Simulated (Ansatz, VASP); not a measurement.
**K: VASP beside Ansatz**

INCAR

```
SYSTEM = K
PREC = Accurate
ENCUT = 520
EDIFF = 1E-6
ISMEAR = 0
SIGMA = 0.15
LREAL = .False.
LASPH = .True.
NELM = 100
ALGO = Fast
ISIF = 2
LWAVE = .False.
LCHARG = .True.
GGA = PS
LELF = .True.
LVHAR = .True.
NBANDS = 10
```

The input KPOINTS:

```
Automatic mesh
0
Gamma
  14 14 14
  0 0 0
```

File POSCAR:

```
K
1.0
   -2.4836476712      2.6197379546      2.6197379546
    2.6197379546     -2.4836476712      2.6197379546
    2.6197379546      2.6197379546     -2.4836476712
K
1
Direct
    0.0000000000      0.0000000000      0.0000000000
```

Input for Ansatz:

```yaml
crystal:
  lattice:
    - [-2.4836476712, 2.6197379546, 2.6197379546]
    - [2.6197379546, -2.4836476712, 2.6197379546]
    - [2.6197379546, 2.6197379546, -2.4836476712]
  atoms:
    - { symbol: K, position: [0.0, 0.0, 0.0] }
basis:
  ecutwfc: 420
kpoints:
  mp_grid: { grid: [14, 14, 14] }
hamiltonian:
  xc: pbesol
scf:
  occupations: { method: gaussian, width: 0.15 }
output:
  forces: true
  stress: true
  eigenvalues: true
```

Alike in both runs: task single point; functional PBEsol; k mesh 14 × 14 × 14; occupations gaussian, width 0.15 eV; no spin polarisation.

```csv
,VASP,Ansatz
version,VASP 6.6.1,Ansatz 0.2.0
potentials or method,"VASP PAW PBE potentials, release 64 (K_sv), cutoff 520 eV","scalar-relativistic, plane waves, PAW"
valence electrons in the cell,9,9
```

|  | VASP | Ansatz | Ansatz less VASP |
| --- | --- | --- | --- |
| gap on the k mesh at the Fermi level (eV) | none | none | - |
| pressure (GPa) | 0.0 | 0.0 | +0.01 |
| traceless stress, the component that is largest in VASP (GPa) | -0.13 | -0.13 | 0.000 |

VASP's potentials were made for PBE, not for PBEsol. A gap of «none» marks a metal or a gap that the smearing closes.
